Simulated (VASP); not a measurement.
Ni3O:

```
Ni O
1.0
     3.35719    0.00000    0.00000
     0.00000    3.35719    0.00000
     0.00000    0.00000    3.35719
Ni O
3 1
Direct
  0.50000 0.00000 0.00000
  0.00000 0.50000 0.00000
  0.00000 0.00000 0.50000
  0.00000 0.00000 0.00000
```

The cell was generated, and may not be a known phase.

| Item | Value |
| --- | --- |
| Program | VASP 6.6.1 |
| Task | relaxation of cell and atoms |
| Functional | PBE |
| Potentials or basis | VASP PAW PBE potentials, release 64 (Ni, O) |
| Cutoff | 600 eV |
| k mesh | 6 × 6 × 6 |
| Occupations | gaussian, width 0.1 eV |
| Spin | collinear spin, ferrimagnetic start |
| Starting moments | [-2.0, 2.0, -2.0, 0.0] μB |

At the start: pressure 94.1 GPa; volume 9.46 Å³/atom.

Problem. How do energy, volume and symmetry change on relaxing?

Solution. Over 5 steps the energy falls by 788.2 meV/atom and the volume is 13.15 Å³/atom (+39.0 %); space group Pm-3m (No. 221, to 0.1 Å) before and after; moment 0.74 μB per cell.

The path:
```csv
step,energy change (eV),largest force (eV/Å),pressure (GPa),volume (Å³)
1,0.0000,0.0000,94.11,37.84
2,-0.7221,0.0000,-22.47,77.15
3,-3.1468,0.0000,-2.23,53.48
4,-3.1518,0.0000,-0.74,52.92
5,-3.1528,0.0000,-0.07,52.58
```

Final structure:
```
Ni O
1.0
     3.74642    0.00000    0.00000
     0.00000    3.74646    0.00000
     0.00000    0.00000    3.74642
Ni O
3 1
Direct
  0.50000 0.00000 0.00000
  0.00000 0.50000 0.00000
  0.00000 0.00000 0.50000
  0.00000 0.00000 0.00000
```

Caveat: the volume moved by over 15 % at a fixed basis, so the end points are rough.
